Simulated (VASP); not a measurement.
# Ag2O (Pn-3m) in VASP: a series of runs

The runs below take Ag2O through relaxation of the atoms, single point, with r2SCAN.

All numbers are computed with VASP 6.6.1; they aren't measurements. Logs are shortened: lines on timing, memory, paths and dates and some standing lists are left out, and cuts for length are marked.

## 1. The cell of the first run

Symmetry: Pn-3m, No. 224, cubic system. The conventional cell has a = 4.693 Å, b = 4.693 Å, c = 4.693 Å, α = 90.00°, β = 90.00°, γ = 90.00°. Ag (site symmetry -3m) has 2 O at 2.03 Å within 2.7 Å. O (site symmetry -43m) has 4 Ag at 2.03 Å within 2.7 Å.

## 2. Relaxation of the atoms, r2SCAN

POSCAR reads:

```
Ag2O
1.0
    4.6930495800      0.0000000000      0.0000000000
    0.0000000000      4.6930495800      0.0000000000
    0.0000000000      0.0000000000      4.6930495800
Ag O
4 2
Direct
    0.2500000000      0.2500000000      0.2500000000
    0.2500000000      0.7500000000      0.7500000000
    0.7500000000      0.7500000000      0.2500000000
    0.7500000000      0.2500000000      0.7500000000
    0.0000000000      0.0000000000      0.0000000000
    0.5000000000      0.5000000000      0.5000000000
```

INCAR.step1 reads:

```
SYSTEM = Ag2O
ALGO = Normal ; EDIFF = 1E-5
EDIFFG = -0.01 ; ENCUT = 580
GGA = PE ; GGA_COMPAT = .False.
IBRION = 2 ; ISMEAR = -1
KPAR = 4 ; LASPH = .True.
LCHARG = .False. ; LREAL = .False.
LWAVE = .True. ; NELM = 120
NELMIN = 4 ; NSW = 100
PREC = Accurate ; SIGMA = 0.1
```

INCAR.step2 reads:

```
SYSTEM = Ag2O
ALGO = Normal ; EDIFF = 1E-7
EDIFFG = -0.01 ; ENCUT = 580
GGA_COMPAT = .False. ; IBRION = 2
ISIF = 2 ; ISMEAR = -1
ISTART = 1 ; KPAR = 4
LASPH = .True. ; LCHARG = .False.
LMIXTAU = .True. ; LREAL = .False.
LWAVE = .False. ; METAGGA = R2SCAN
NELM = 120 ; NELMIN = 4
NSW = 50 ; PREC = Accurate
SIGMA = 0.1
```

KPOINTS reads:

```
k-points
0
Gamma
  7 7 7
  0 0 0
```

Potentials or basis: VASP PAW PBE potentials, release 64 (Ag, O).

Run with:

```console
> cat potpaw_PBE.64/Ag/POTCAR potpaw_PBE.64/O/POTCAR > POTCAR
> cp INCAR.step1 INCAR
> mpirun -np 4 vasp_std > vasp.out
> cp INCAR.step2 INCAR
> mpirun -np 4 vasp_std > vasp.out
```

OUTCAR:

```text
SYSTEM = Ag2O
   EDIFF = 1E-7
   EDIFFG = -0.01
   ENCUT = 580
   IBRION = 2
   ISIF = 2
   ISMEAR = -1
   ISTART = 1
   LASPH = .True.
   LREAL = .False.
   METAGGA = R2SCAN
   NELM = 120
   NELMIN = 4
   NSW = 50
   PREC = Accurate

 ion  position               nearest neighbor table
   1  0.250  0.250  0.250-   5 2.03   6 2.03   4 3.32   2 3.32   3 3.32   2 3.32   4 3.32   2 3.32
                             3 3.32   2 3.32   3 3.32   4 3.32   4 3.32   3 3.32
   2  0.250  0.750  0.750-   5 2.03   6 2.03   4 3.32   1 3.32   3 3.32   1 3.32   3 3.32   1 3.32
                             4 3.32   1 3.32   3 3.32   4 3.32   3 3.32   4 3.32
   3  0.750  0.750  0.250-   5 2.03   6 2.03   4 3.32   1 3.32   2 3.32   2 3.32   4 3.32   1 3.32
                             4 3.32   4 3.32   1 3.32   2 3.32   2 3.32   1 3.32
   4  0.750  0.250  0.750-   5 2.03   6 2.03   3 3.32   1 3.32   2 3.32   1 3.32   3 3.32   2 3.32
                             3 3.32   3 3.32   1 3.32   2 3.32   1 3.32   2 3.32
   5  0.000  0.000  0.000-   1 2.03   2 2.03   3 2.03   4 2.03
   6  0.500  0.500  0.500-   1 2.03   2 2.03   3 2.03   4 2.03

  LATTYP: Found a simple cubic cell.
 ALAT       =     4.6930495800

  Lattice vectors:

 A1 = (   4.6930495800,   0.0000000000,   0.0000000000)
 A2 = (   0.0000000000,   4.6930495800,   0.0000000000)
 A3 = (   0.0000000000,   0.0000000000,   4.6930495800)

Analysis of symmetry for initial positions (statically):
=====================================================================
 Subroutine PRICEL returns:
 Original cell was already a primitive cell.

 Routine SETGRP: Setting up the symmetry group for a
 simple cubic supercell.

 Subroutine GETGRP returns: Found 48 space group operations
 (whereof 24 operations were pure point group operations)
 out of a pool of 48 trial point group operations.

The static configuration has the point symmetry T_d .
 The point group associated with its full space group is O_h .

Analysis of symmetry for dynamics (positions and initial velocities):
=====================================================================
 Subroutine PRICEL returns:
 Original cell was already a primitive cell.

 Routine SETGRP: Setting up the symmetry group for a
 simple cubic supercell.

 Subroutine GETGRP returns: Found 48 space group operations
 (whereof 24 operations were pure point group operations)
 out of a pool of 48 trial point group operations.

The dynamic configuration has the point symmetry T_d .
[... 107 lines left out ...]
   IBRION =      2    ionic relax: 0-MD 1-quasi-New 2-CG
   NFREE  =      1    steps in history (QN), initial steepest desc. (CG)
   ISIF   =      2    stress and relaxation
   ISYM   =      2    0-nonsym 1-usesym 2-fastsym
   POTIM  = 0.5000    time-step for ionic-motion
   TEBEG  =    0.0;   TEEND  =   0.0 temperature during run
   PSTRESS=    0.0 pullay stress
   NELECT =      56.0000    total number of electrons
   NUPDOWN=      -1.0000    fix difference up-down
   EMIN   =  10.00;   EMAX   =-10.00  energy-range for DOS
   EFERMI =   0.00;   METHOD = LEGACY
   ISMEAR =    -1;   SIGMA  =   0.10  broadening in eV -4-tet -1-fermi 0-gaus
   EFERMI_NEDOS =   21; number of points for ismear=-14 and -15
   IALGO  =     38    algorithm
   IMIX   =      4    mixing-type and parameters
     AMIX     =   0.40;   BMIX     =  1.00
     AMIX_MAG =   1.60;   BMIX_MAG =  1.00
  volume/ion in A,a.u.               =      17.23       116.25
  Fermi-wavevector in a.u.,A,eV,Ry     =   1.334594  2.522016 24.233881  1.781140
  Thomas-Fermi vector in A             =   2.463363
   LORBIT       =      0    0 simple, 1 ext, 2 COOP (PROOUT), +10 PAW based schemes
   METAGGA = R2SCAN    functional components
   LHFCALC =     F    Hartree Fock is set to
   AEXX    =    0.0000 exact exchange contribution
   IVDW    =     0    specifies the selected vdW correction
   LEPSILON=     F    determine dielectric tensor
   LRPA    =     F    only Hartree local field effects (RPA)
 conjugate gradient relaxation of ions
 non-spin polarized calculation
  energy-cutoff  :      580.00
  volume of cell :      103.36
 maximum number of plane-waves:      3307
 NGX is ok and might be reduce to    40
   NGX = 19   NGY = 19   NGZ = 19

 number of electron      56.0000038 magnetization

 Free energy of the ion-electron system (eV)
  ---------------------------------------------------
  ext. energy  EPLUGINS =         0.00000000
  ---------------------------------------------------
  free energy    TOTEN  =       -98.30983475 eV

  energy without entropy =      -98.30515161  energy(sigma->0) =      -98.30749318

 E-fermi :   4.9883     XC(G=0): -11.2027

 val. band max:        4.7044283737   @ k =   0.0000   0.0000   0.0000
 cond. band min:       5.0043138346   @ k =   0.0000   0.0000   0.0000
 fundamental gap:      0.2998854609
 Fermi energy:         4.9883181147

 k-point     1 :       0.0000    0.0000    0.0000
  band No.  band energies     occupation
      1     -15.4246      2.00000
      2     -14.7120      2.00000
      3      -2.5190      2.00000
      4      -2.5190      2.00000
      5      -2.5190      2.00000
      6      -0.1044      2.00000
[... 709 lines left out ...]
     32       9.5689      0.00000
     33      10.0366      0.00000

------------------------ aborting loop because EDIFF is reached ----------------------------------------

  FORCE on cell =-STRESS in cart. coord.  units (eV):
  Direction    XX          YY          ZZ          XY          YZ          ZX
  --------------------------------------------------------------------------------------
  -------------------------------------------------------------------------------------
  Total        2.2668709      2.2668709      2.2668709      0.0000000      0.0000000      0.0000000
  in kB       35.1375874     35.1375874     35.1375874      0.0000000      0.0000000      0.0000000
  external PRESSURE =      35.1375874 kB  Pullay stress =       0.0000000 kB

 VOLUME and BASIS-vectors are now :
 -----------------------------------------------------------------------------
  energy-cutoff  :      580.00
  volume of cell :      103.36
      direct lattice vectors                 reciprocal lattice vectors
     4.693049580  0.000000000  0.000000000     0.213081064  0.000000000  0.000000000
     0.000000000  4.693049580  0.000000000     0.000000000  0.213081064  0.000000000
     0.000000000  0.000000000  4.693049580     0.000000000  0.000000000  0.213081064

 POSITION                                       TOTAL-FORCE (eV/Angst)
 -----------------------------------------------------------------------------------
      1.17326      1.17326      1.17326        -0.000000      0.000000     -0.000000
      1.17326      3.51979      3.51979        -0.000000      0.000000     -0.000000
      3.51979      3.51979      1.17326         0.000000     -0.000000      0.000000
      3.51979      1.17326      3.51979         0.000000     -0.000000     -0.000000
      0.00000      0.00000      0.00000         0.000000     -0.000000      0.000000
      2.34652      2.34652      2.34652         0.000000     -0.000000      0.000000
 -----------------------------------------------------------------------------------
    total drift:                                0.000000     -0.000000     -0.000000

  FREE ENERGIE OF THE ION-ELECTRON SYSTEM (eV)
  ---------------------------------------------------
  free  energy   TOTEN  =       -98.3098347457 eV

  energy  without entropy=      -98.3051516123  energy(sigma->0) =      -98.30749318

 reached required accuracy - stopping structural energy minimisation
```

Run time: 2.2 min. Hardware: 4 MPI ranks of Intel Xeon Platinum 8259CL at 2.50GHz (Skylake/Cascade Lake), shared host; peak memory 0.29 GiB.

Results:

* Free energy: -98.3098 eV
* Pressure after relaxing: 3.5 GPa
* Band gap on the k mesh: 0.30 eV

Final structure:
```xyz
6
Lattice="4.6930 0.0000 0.0000 0.0000 4.6930 0.0000 0.0000 0.0000 4.6930" Properties=species:S:1:pos:R:3 pbc="T T T"
Ag    1.1733    1.1733    1.1733
Ag    1.1733    3.5198    3.5198
Ag    3.5198    3.5198    1.1733
Ag    3.5198    1.1733    3.5198
O     0.0000    0.0000    0.0000
O     2.3465    2.3465    2.3465
```

Levels at points of the mesh, in eV from the valence-band top:
```
           k point  band 26  band 27  band 28  band 29  band 30  band 31
(0.00, 0.00, 0.00)     0.00     0.00     0.00     0.30     2.28     2.28
```

Caveat: the relaxation stopped at its first step, so nothing moved; semilocal functionals underestimate gaps, and a narrow one can read as zero; the PAW data sets were made with another functional, which shifts forces and pressure a little; an odd mesh through Γ misses points on the zone boundary, where band edges can lie.

## 3. Single point, r2SCAN

This run uses another cell than the first one, of 17.94 Å³/atom.

POSCAR: that of step 2 with these lines changed.

```diff
@@ -2,5 +2,5 @@
 1.0
-    4.6930495800      0.0000000000      0.0000000000
-    0.0000000000      4.6930495800      0.0000000000
-    0.0000000000      0.0000000000      4.6930495800
+    4.7573459200      0.0000000000      0.0000000000
+    0.0000000000      4.7573459200      0.0000000000
+    0.0000000000      0.0000000000      4.7573459200
 Ag O
```

INCAR.step1 reads:

```
PREC = Accurate ; ENCUT = 660
ISMEAR = -1 ; SIGMA = 0.1
LREAL = False ; LASPH = True
NELM = 120 ; NBANDS = 37
GGA = PE ; ALGO = Normal
EDIFF = 1E-5 ; LWAVE = True
LCHARG = False ; GGA_COMPAT = False
```

INCAR.step2 reads:

```
PREC = Accurate ; ENCUT = 660
EDIFF = 1E-6 ; ISMEAR = -1
SIGMA = 0.1 ; LREAL = False
LASPH = True ; NELM = 120
ALGO = Normal ; ISIF = 2
LWAVE = False ; LCHARG = False
METAGGA = R2SCAN ; LMIXTAU = True
NBANDS = 37 ; ISTART = 1
GGA_COMPAT = False
```

KPOINTS reads:

```
Automatic mesh
0
Gamma
  7 7 7
```

Potentials or basis: VASP PAW PBE potentials, release 64 (Ag, O).

Run with:

```console
> cat potpaw_PBE.64/Ag/POTCAR potpaw_PBE.64/O/POTCAR > POTCAR
> cp INCAR.step1 INCAR
> mpirun -np 1 vasp_std > vasp.out
> cp INCAR.step2 INCAR
> mpirun -np 1 vasp_std > vasp.out
```

Run time: 3.4 min. Hardware: 1 thread of Oxide Virtual Turin-like, shared host; peak memory 0.27 GiB.

The run converged. Its results:

| Property | Result |
| --- | --- |
| Free energy | -98.3625 eV |
| Pressure | -0.2 GPa |
| Band gap on the k mesh | 0.24 eV |

Levels at points of the mesh, in eV from the valence-band top:
```
           k point  band 24  band 25  band 26  band 27  band 28  band 29  band 30  band 31  band 32  band 33
(0.00, 0.00, 0.00)    -2.73    -2.73     0.00     0.00     0.00     0.24     2.44     2.44     7.68     7.68
```

Caveat: semilocal functionals underestimate gaps, and a narrow one can read as zero; the PAW data sets were made with another functional, which shifts forces and pressure a little; an odd mesh through Γ misses points on the zone boundary, where band edges can lie.

## 4. Single point, r2SCAN

This run uses another cell than the first one, of 18.30 Å³/atom.

POSCAR: that of step 3 with these lines changed.

```diff
@@ -2,5 +2,5 @@
 1.0
-    4.7573459200      0.0000000000      0.0000000000
-    0.0000000000      4.7573459200      0.0000000000
-    0.0000000000      0.0000000000      4.7573459200
+    4.7888524400      0.0000000000      0.0000000000
+    0.0000000000      4.7888524400      0.0000000000
+    0.0000000000      0.0000000000      4.7888524400
 Ag O
```

INCAR.step1 reads:

```
SYSTEM = Ag2O
PREC = Accurate
ENCUT = 660
ISMEAR = -1
SIGMA = 0.1
LREAL = .FALSE.
LASPH = .TRUE.
NELM = 120
NBANDS = 37
GGA = PE
ALGO = Normal
EDIFF = 1E-5
LWAVE = .TRUE.
LCHARG = .FALSE.
GGA_COMPAT = .FALSE.
```

INCAR.step2 reads:

```
SYSTEM = Ag2O
PREC = Accurate
ENCUT = 660
EDIFF = 1E-6
ISMEAR = -1
SIGMA = 0.1
LREAL = .FALSE.
LASPH = .TRUE.
NELM = 120
ALGO = Normal
ISIF = 2
LWAVE = .FALSE.
LCHARG = .FALSE.
METAGGA = R2SCAN
LMIXTAU = .TRUE.
NBANDS = 37
ISTART = 1
GGA_COMPAT = .FALSE.
```

KPOINTS reads:

```
regular mesh
0
G
  7 7 7
  0 0 0
```

Run with:

```console
> cat potpaw_PBE.64/Ag/POTCAR potpaw_PBE.64/O/POTCAR > POTCAR
> cp INCAR.step1 INCAR
> mpirun -np 1 vasp_std > vasp.out
> cp INCAR.step2 INCAR
> mpirun -np 1 vasp_std > vasp.out
```

It took 3.8 min on 1 thread of Oxide Virtual Turin-like, shared host; peak memory 0.27 GiB.

It converged, with:

```
Free energy            : -98.3512 eV
Pressure               : -1.7 GPa
Band gap on the k mesh : 0.21 eV
```

Levels at points of the mesh, in eV from the valence-band top:
| k point | band 26 | band 27 | band 28 | band 29 | band 30 | band 31 |
| --- | --- | --- | --- | --- | --- | --- |
| (0.00, 0.00, 0.00) | 0.00 | 0.00 | 0.00 | 0.21 | 2.51 | 2.51 |

Caveat: semilocal functionals underestimate gaps, and a narrow one can read as zero; the PAW data sets were made with another functional, which shifts forces and pressure a little; an odd mesh through Γ misses points on the zone boundary, where band edges can lie.

## 5. The runs side by side

| task | cell | cutoff (eV) | gap on the mesh (eV) | pressure (GPa) |
| --- | --- | --- | --- | --- |
| relaxation of the atoms | atoms relaxed from a = 4.693 Å, 6 atoms | 580 | 0.30 | 3.5 |
| single point | a = 4.757 Å, 6 atoms | 660 | 0.24 | -0.2 |
| single point | a = 4.789 Å, 6 atoms | 660 | 0.21 | -1.7 |

Alike in all rows: level r2SCAN; potentials or basis VASP PAW PBE potentials, release 64 (Ag, O); no spin polarisation; k mesh 7 × 7 × 7; smearing fermi-dirac 0.1 eV.

Caveats: semilocal functionals underestimate gaps, and a narrow one can read as zero; the PAW data sets were made with another functional, which shifts forces and pressure a little; an odd mesh through Γ misses points on the zone boundary, where band edges can lie; the relaxation stopped at its first step, so nothing moved (at least some runs).

Absolute energies hang on the potentials; compare differences alone.

The gap in the log of VASP goes by the Fermi energy; the results here count the filled bands.